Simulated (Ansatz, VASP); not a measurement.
## PbS: VASP beside Ansatz

File POSCAR:

```
PbS
1.0
    0.0000000000      2.9256673838      2.9256673838
    2.9256673838      0.0000000000      2.9256673838
    2.9256673838      2.9256673838      0.0000000000
Pb S
1 1
Direct
    0.0000000000      0.0000000000      0.0000000000
    0.5000000000      0.5000000000      0.5000000000
```

INCAR.step1

```
SYSTEM = PbS
ALGO = Normal
EDIFF = 1E-5
ENCUT = 520
GGA = PE
ISIF = 2
ISMEAR = -1
LASPH = .TRUE.
LCHARG = .FALSE.
LREAL = .FALSE.
LWAVE = .TRUE.
NBANDS = 17
NELM = 60
PREC = Accurate
SIGMA = 0.05
```

Contents of INCAR.step2:

```
SYSTEM = PbS
AEXX = 0.2
AGGAC = 0.81
AGGAX = 0.72
ALDAC = 0.19
ALGO = Normal
EDIFF = 1E-7
ENCUT = 520
GGA = B5
ISIF = 2
ISMEAR = -1
ISTART = 1
LASPH = .TRUE.
LCHARG = .FALSE.
LHFCALC = .TRUE.
LREAL = .FALSE.
LWAVE = .FALSE.
NBANDS = 17
NELM = 60
PREC = Accurate
PRECFOCK = Normal
SIGMA = 0.05
```

File KPOINTS:

```
k-points
0
G
  4 4 4
  0 0 0
```

Contents of input.yaml:

```yaml
crystal:
  lattice:
    - [0.0, 2.9256673838, 2.9256673838]
    - [2.9256673838, 0.0, 2.9256673838]
    - [2.9256673838, 2.9256673838, 0.0]
  atoms:
    - { symbol: Pb, position: [0.0, 0.0, 0.0] }
    - { symbol: S, position: [0.5, 0.5, 0.5] }
hamiltonian:
  xc: b3lyp5
  pseudopotentials: { kind: paw }
kpoints:
  mp_grid: { grid: [4, 4, 4] }
scf:
  occupations: { method: fermi_dirac, width: 0.05 }
output:
  forces: true
  stress: true
  eigenvalues: true
```

Alike in both runs: task single point; functional B3LYP5; k mesh 4 × 4 × 4; occupations fermi-dirac, width 0.05 eV; no spin polarisation.

```csv
,VASP,Ansatz
version,VASP 6.6.1,Ansatz 0.2.0
potentials or method,"VASP PAW PBE potentials, release 64 (Pb_d, S)",Ansatz PAW
plane-wave cutoff (eV),520,420
valence electrons in the cell,20,20
```

Ansatz gave:

```
gap on the k mesh at the Fermi level (eV) : 1.18
least direct gap on the mesh (eV)         : 1.18
pressure (GPa)                            : 7.8
```

Task: Which values does VASP return?

Result: gap on the k mesh at the Fermi level (eV): 1.21; least direct gap on the mesh (eV): 1.21; pressure (GPa): 7.7.

VASP's potentials were made for PBE, not for B3LYP5.

The k mesh is coarse, so the values compare programs but aren't converged. Neither program's run includes spin-orbit coupling.
